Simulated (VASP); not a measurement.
# Ti in VASP: settings compared

Aim: see how the results for Ti move with the level of theory and the settings. Levels: PBEsol, PBE+D3(BJ). Tasks: relaxation of the atoms, single point.

All numbers are computed with VASP 6.6.1; they aren't measurements. Logs are shortened: lines on timing, memory, paths and dates and some standing lists are left out, and cuts for length are marked.

**1. The cell of the first run**

Symmetry: P2/m, No. 10, monoclinic system. Conventional cell: a = 4.528 Å, b = 2.826 Å, c = 4.568 Å, α = 90.00°, β = 119.14°, γ = 90.00°. Ti (site symmetry m) has 11 Ti at 2.61 to 3.01 Å within 3.4 Å. Ti (site symmetry 2/m) has 14 Ti at 2.83 to 3.01 Å within 3.7 Å.

**2. Relaxation of the atoms, PBEsol**

INCAR

```
ALGO     = Fast           # electronic algorithm
EDIFF    = 1E-6           # SCF threshold, eV
EDIFFG   = -0.01          # ionic threshold
ENCUT    = 520            # plane-wave cutoff, eV
GGA      = PS             # functional
IBRION   = 2              # ionic algorithm
ISIF     = 2              # what is computed and relaxed
ISMEAR   = -1             # smearing method
LASPH    = T              # aspherical terms in the spheres
LCHARG   = F              # write CHGCAR
LREAL    = F              # projectors in reciprocal space
LWAVE    = F              # write WAVECAR
NELM     = 60             # most SCF steps
NSW      = 60             # ionic steps
PREC     = Accurate       # precision mode
SIGMA    = 0.05           # smearing width, eV
```

KPOINTS

```
k-points
0
Gamma
  6 6 8
```

POSCAR

```
Ti
1.0
    4.5673748306     -0.0456737483      0.0000000000
   -2.3232420416      3.9782995061      0.0000000000
    0.0000000000      0.0000000000      2.8262442700
Ti
3
Direct
    0.6666666667      0.3333333333      0.5000000000
    0.3333333333      0.6666666667      0.5000000000
    0.0000000000      0.0000000000      0.0000000000
```

Potentials or basis: VASP PAW PBE potentials, release 64 (Ti_sv).

Run with:

```console
> cat potpaw_PBE.64/Ti_sv/POTCAR > POTCAR
> mpirun -np 1 vasp_std > vasp.out
```

OUTCAR:

```text
EDIFF = 1E-6
   EDIFFG = -0.01
   ENCUT = 520
   GGA = PS
   IBRION = 2
   ISIF = 2
   ISMEAR = -1
   LASPH = T
   LREAL = F
   NELM = 60
   NSW = 60
   PREC = Accurate

 ion  position               nearest neighbor table
   1  0.667  0.333  0.500-   2 2.61   2 2.64   2 2.66
   2  0.333  0.667  0.500-   1 2.61   1 2.64   1 2.66
   3  0.000  0.000  0.000-

  LATTYP: Found a simple monoclinic cell.
 ALAT       =     4.5278777949
 B/A-ratio  =     0.6241874004
 C/A-ratio  =     1.0087735139
 COS(beta)  =    -0.4869160342

  Lattice vectors:

 A1 = (   2.2441327890,   3.9326257578,   0.0000000000)
 A2 = (   0.0000000000,   0.0000000000,  -2.8262442700)
 A3 = (  -4.5673748306,   0.0456737483,   0.0000000000)

Analysis of symmetry for initial positions (statically):
=====================================================================
 Subroutine PRICEL returns:
 Original cell was already a primitive cell.

 Routine SETGRP: Setting up the symmetry group for a
 simple monoclinic supercell.

 Subroutine GETGRP returns: Found  4 space group operations
 (whereof  4 operations were pure point group operations)
 out of a pool of  4 trial point group operations.

The static configuration has the point symmetry C_2h.

Analysis of symmetry for dynamics (positions and initial velocities):
=====================================================================
 Subroutine PRICEL returns:
 Original cell was already a primitive cell.

 Routine SETGRP: Setting up the symmetry group for a
 simple monoclinic supercell.

 Subroutine GETGRP returns: Found  4 space group operations
 (whereof  4 operations were pure point group operations)
 out of a pool of  4 trial point group operations.

The dynamic configuration has the point symmetry C_2h.

 Subroutine INISYM returns: Found  4 space group operations
 (whereof  4 operations are pure point group operations),
 and found     1 'primitive' translations

----------------------------------------------------------------------------------------

                                     Primitive cell

  volume of cell :      51.0541

  direct lattice vectors                    reciprocal lattice vectors
     4.567374831 -0.045673748  0.000000000     0.220230248  0.128609766  0.000000000
    -2.323242042  3.978299506  0.000000000     0.002528402  0.252840212  0.000000000
     0.000000000  0.000000000  2.826244270     0.000000000  0.000000000  0.353826458

  length of vectors
     4.567603194  4.606986059  2.826244270     0.255033006  0.252852854  0.353826458

  position of ions in fractional coordinates (direct lattice)
     0.666666667  0.333333333  0.500000000
     0.333333333  0.666666667  0.500000000
     0.000000000  0.000000000  0.000000000

  ion indices of the primitive-cell ions
   primitive index   ion index
                 1           1
                 2           2
                 3           3

----------------------------------------------------------------------------------------

 KPOINTS: k-points

Automatic generation of k-mesh.
 Grid dimensions read from file:
 generate k-points for:    6    6    8

 Generating k-lattice:

  Cartesian coordinates                     Fractional coordinates (reciprocal lattice)
     0.036705041  0.021434961  0.000000000     0.166666667  0.000000000  0.000000000
     0.000421400  0.042140035  0.000000000    -0.000000000  0.166666667  0.000000000
     0.000000000  0.000000000  0.044228307     0.000000000  0.000000000  0.125000000

  Length of vectors
[... 49 lines left out ...]
   ISPIN  =      1    spin polarized calculation?
   LNONCOLLINEAR =      F non collinear calculations
   LSORBIT =      F    spin-orbit coupling
   LASPH  =      T    aspherical Exc in radial PAW
   ENCUT  =  520.0 eV  38.22 Ry    6.18 a.u.   8.49  8.57  5.25*2*pi/ulx,y,z
   NELM   =     60;   NELMIN=  2; NELMDL= -5     # of ELM steps
   EDIFF  = 0.1E-05   stopping-criterion for ELM
   LREAL  =      F    real-space projection
   EDIFFG = -.1E-01   stopping-criterion for IOM
   NSW    =     60    number of steps for IOM
   IBRION =      2    ionic relax: 0-MD 1-quasi-New 2-CG
   NFREE  =      1    steps in history (QN), initial steepest desc. (CG)
   ISIF   =      2    stress and relaxation
   ISYM   =      2    0-nonsym 1-usesym 2-fastsym
   POTIM  = 0.5000    time-step for ionic-motion
   TEBEG  =    0.0;   TEEND  =   0.0 temperature during run
   PSTRESS=    0.0 pullay stress
   NELECT =      36.0000    total number of electrons
   NUPDOWN=      -1.0000    fix difference up-down
   EMIN   =  10.00;   EMAX   =-10.00  energy-range for DOS
   EFERMI =   0.00;   METHOD = LEGACY
   ISMEAR =    -1;   SIGMA  =   0.05  broadening in eV -4-tet -1-fermi 0-gaus
   EFERMI_NEDOS =   21; number of points for ismear=-14 and -15
   IALGO  =     68    algorithm
   IMIX   =      4    mixing-type and parameters
     AMIX     =   0.40;   BMIX     =  1.00
     AMIX_MAG =   1.60;   BMIX_MAG =  1.00
  volume/ion in A,a.u.               =      17.02       114.84
  Fermi-wavevector in a.u.,A,eV,Ry     =   1.457132  2.753580 28.888352  2.123234
  Thomas-Fermi vector in A             =   2.573969
   LORBIT       =      0    0 simple, 1 ext, 2 COOP (PROOUT), +10 PAW based schemes
   GGA     = PS    functional components
   LHFCALC =     F    Hartree Fock is set to
   AEXX    =    0.0000 exact exchange contribution
   IVDW    =     0    specifies the selected vdW correction
   LEPSILON=     F    determine dielectric tensor
   LRPA    =     F    only Hartree local field effects (RPA)
 conjugate gradient relaxation of ions
 non-spin polarized calculation
 RMM-DIIS sequential band-by-band and
  energy-cutoff  :      520.00
  volume of cell :       51.05
 maximum number of plane-waves:      1400
 NGX is ok and might be reduce to    36
   NGX = 17   NGY = 17   NGZ = 11

--------------------------------------- Ionic step        1  -------------------------------------------

 number of electron      35.9999991 magnetization

 Free energy of the ion-electron system (eV)
  ---------------------------------------------------
  ext. energy  EPLUGINS =         0.00000000
  ---------------------------------------------------
  free energy    TOTEN  =       -25.03828434 eV

  energy without entropy =      -25.01232429  energy(sigma->0) =      -25.02530431

------------------------ aborting loop EDIFF was not reached (unconverged)  ----------------------------

  FORCE on cell =-STRESS in cart. coord.  units (eV):
  Direction    XX          YY          ZZ          XY          YZ          ZX
  --------------------------------------------------------------------------------------
  -------------------------------------------------------------------------------------
  Total       -1.2245962     -1.2469620     -1.2245594      0.3312233      0.0000000      0.0000000
  in kB      -38.4302574    -39.1321388    -38.4291021     10.3944426      0.0000000      0.0000000
  external PRESSURE =     -38.6638328 kB  Pullay stress =       0.0000000 kB

 VOLUME and BASIS-vectors are now :
 -----------------------------------------------------------------------------
  energy-cutoff  :      520.00
  volume of cell :       51.05
      direct lattice vectors                 reciprocal lattice vectors
     4.567374831 -0.045673748  0.000000000     0.220230248  0.128609766  0.000000000
    -2.323242042  3.978299506  0.000000000     0.002528402  0.252840212  0.000000000
     0.000000000  0.000000000  2.826244270     0.000000000  0.000000000  0.353826458

 POSITION                                       TOTAL-FORCE (eV/Angst)
 -----------------------------------------------------------------------------------
      2.27050      1.29565      1.41312         0.010555      0.003610      0.000000
     -0.02637      2.63698      1.41312        -0.010555     -0.003610     -0.000000
      0.00000      0.00000      0.00000        -0.000000      0.000000      0.000000
 -----------------------------------------------------------------------------------
    total drift:                                0.000000      0.000000     -0.000000

  FREE ENERGIE OF THE ION-ELECTRON SYSTEM (eV)
  ---------------------------------------------------
  free  energy   TOTEN  =       -25.0382843353 eV

  energy  without entropy=      -25.0123242873  energy(sigma->0) =      -25.02530431

--------------------------------------- Ionic step        2  -------------------------------------------

 number of electron      35.9999991 magnetization

 Free energy of the ion-electron system (eV)
  ---------------------------------------------------
  ext. energy  EPLUGINS =         0.00000000
  ---------------------------------------------------
  free energy    TOTEN  =       -25.03836864 eV

  energy without entropy =      -25.01240396  energy(sigma->0) =      -25.02538630

 E-fermi :   8.3081     XC(G=0): -11.7331

 val. band max:        8.3068769086   @ k =   0.3333   0.3333   0.2500
 cond. band min:       8.3275654037   @ k =  -0.3333   0.3333   0.1250
 fundamental gap:      0.0206884951
 Fermi energy:         8.3081034221

 k-point     1 :       0.0000    0.0000    0.0000
  band No.  band energies     occupation
      1     -48.3337      2.00000
      2     -48.0784      2.00000
      3     -47.9087      2.00000
      4     -24.7522      2.00000
      5     -24.7468      2.00000
      6     -24.6652      2.00000
[... 589 lines left out ...]
     21       8.8619      0.00003
     22       9.4189      0.00000

 [... further k-points ...]
[... 5 lines left out ...]
  --------------------------------------------------------------------------------------
  -------------------------------------------------------------------------------------
  Total       -1.1980123     -1.2199808     -1.1957155      0.3315135      0.0000000      0.0000000
  in kB      -37.5960012    -38.2854155    -37.5239227     10.4035496      0.0000000      0.0000000
  external PRESSURE =     -37.8017798 kB  Pullay stress =       0.0000000 kB

 VOLUME and BASIS-vectors are now :
 -----------------------------------------------------------------------------
  energy-cutoff  :      520.00
  volume of cell :       51.05
      direct lattice vectors                 reciprocal lattice vectors
     4.567374831 -0.045673748  0.000000000     0.220230248  0.128609766  0.000000000
    -2.323242042  3.978299506  0.000000000     0.002528402  0.252840212  0.000000000
     0.000000000  0.000000000  2.826244270     0.000000000  0.000000000  0.353826458

 POSITION                                       TOTAL-FORCE (eV/Angst)
 -----------------------------------------------------------------------------------
      2.27101      1.29582      1.41312         0.004956      0.001473      0.000000
     -0.02688      2.63680      1.41312        -0.004956     -0.001473     -0.000000
      2.24413      3.93263      0.00000        -0.000000      0.000000      0.000000
 -----------------------------------------------------------------------------------
    total drift:                               -0.000000      0.000000     -0.000000

  FREE ENERGIE OF THE ION-ELECTRON SYSTEM (eV)
  ---------------------------------------------------
  free  energy   TOTEN  =       -25.0383686433 eV

  energy  without entropy=      -25.0124039562  energy(sigma->0) =      -25.02538630

 reached required accuracy - stopping structural energy minimisation
```

Wall time 6.5 min (1 thread of Intel Xeon Platinum 8259CL at 2.50GHz (Skylake/Cascade Lake), shared host); peak memory 0.24 GiB.

What came out:

| Quantity | Value |
| --- | --- |
| Free energy | -25.0384 eV |
| Energy gained by relaxing | 0.0 meV/atom |
| Ionic steps | 2 |
| Pressure after relaxing | -3.8 GPa |
| Largest force after relaxing | 0.005 eV/Å |
| Band gap on the k mesh | zero (band 18 reaches 8.44 eV, above the bottom of band 19 at 8.23 eV) |

Forces on the atoms (eV/Å):
```
Ti   0.005  0.001  0.000
Ti  -0.005 -0.001  0.000
Ti   0.000  0.000  0.000
```

Final structure:
```
Ti
1.0
     4.56737   -0.04567    0.00000
    -2.32324    3.97830    0.00000
     0.00000    0.00000    2.82624
Ti
3
Direct
  0.66680 0.33338 0.50000
  0.33320 0.66662 0.50000
  0.00000 0.00000 0.00000
```

Levels at points of the mesh, in eV from the Fermi level:
```csv
k point,band 14,band 15,band 16,band 17,band 18,band 19,band 20,band 21,band 22
"(0.00, 0.00, 0.00)",-1.97,-0.78,-0.70,-0.63,-0.51,-0.03,0.68,1.17,1.42
"(0.50, 0.00, 0.00)",-3.54,-2.64,-0.40,-0.36,-0.33,0.07,0.50,1.02,1.04
"(0.00, 0.50, 0.00)",-3.57,-2.64,-0.42,-0.40,-0.36,0.05,0.54,1.03,1.14
"(0.50, 0.50, 0.00)",-3.61,-2.64,-0.44,-0.43,-0.38,0.05,0.58,1.03,1.27
"(0.00, 0.00, 0.50)",-2.10,-2.09,-1.73,-1.65,-1.60,1.03,1.08,1.19,1.30
"(0.50, 0.00, 0.50)",-2.10,-1.72,-1.14,-0.65,-0.64,0.41,0.79,0.98,1.00
"(0.00, 0.50, 0.50)",-2.12,-1.70,-1.17,-0.68,-0.64,0.35,0.82,0.94,1.05
"(0.50, 0.50, 0.50)",-2.14,-1.68,-1.20,-0.70,-0.64,0.30,0.85,0.90,1.09
```

Caveat: the PAW data sets were made with another functional, which shifts forces and pressure a little.

(Continued in part 2 of 2.)
